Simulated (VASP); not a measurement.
A run of VASP 6.6.1 is set up as follows.

INCAR

```
SYSTEM = O
PREC = Accurate
ENCUT = 600
EDIFF = 1E-6
ISMEAR = -1
SIGMA = 0.08
LREAL = .FALSE.
LASPH = .TRUE.
NELM = 100
ALGO = Normal
ISIF = 3
LWAVE = .FALSE.
LCHARG = .FALSE.
GGA = PS
IBRION = 2
NSW = 60
EDIFFG = -0.005
```

Contents of KPOINTS:

```
Automatic mesh
0
G
  14 14 14
  0 0 0
```

POSCAR

```
O
1.0
    0.0000000000      2.3957099285      2.3957099285
    2.3957099285      0.0000000000      2.3957099285
    2.3957099285      2.3957099285      0.0000000000
O
2
Direct
   -0.1250000000     -0.1250000000     -0.1250000000
    0.1250000000      0.1250000000      0.1250000000
```

Potentials or basis: VASP PAW PBE potentials, release 64 (O).

Launch:

```sh
$ cat potpaw_PBE.64/O/POTCAR > POTCAR
$ mpirun -np 1 vasp_std > vasp.out
```

Question: What does it give for the space group after relaxing (to 0.05 Å)?

Answer: Fd-3m (No. 227).

Question: Estimate the band gap on the k mesh.

Answer: Zero (band 6 reaches 1.30 eV, above the bottom of band 7 at 0.16 eV).

Question: What does it give for the relaxed volume?

Answer: 10.19 Å³/atom.

Question: Estimate the relaxed cell.

Answer: a = 3.066 Å, b = 3.066 Å, c = 3.066 Å, α = 60.00°, β = 60.00°, γ = 60.00°.

Final structure:
```cif
data_structure
_symmetry_space_group_name_H-M 'P 1'
_symmetry_Int_Tables_number 1
_cell_length_a 3.0662
_cell_length_b 3.0662
_cell_length_c 3.0662
_cell_angle_alpha 60.000
_cell_angle_beta 60.000
_cell_angle_gamma 60.000
_cell_volume 20.38
loop_
_atom_site_label
_atom_site_type_symbol
_atom_site_fract_x
_atom_site_fract_y
_atom_site_fract_z
_atom_site_occupancy
O1 O 0.87500 0.87500 0.87500 1
O2 O 0.12500 0.12500 0.12500 1
```

Caveat: the volume moved by over 15 % at a fixed basis, so the end points are rough; the PAW data sets were made with another functional, which shifts forces and pressure a little.
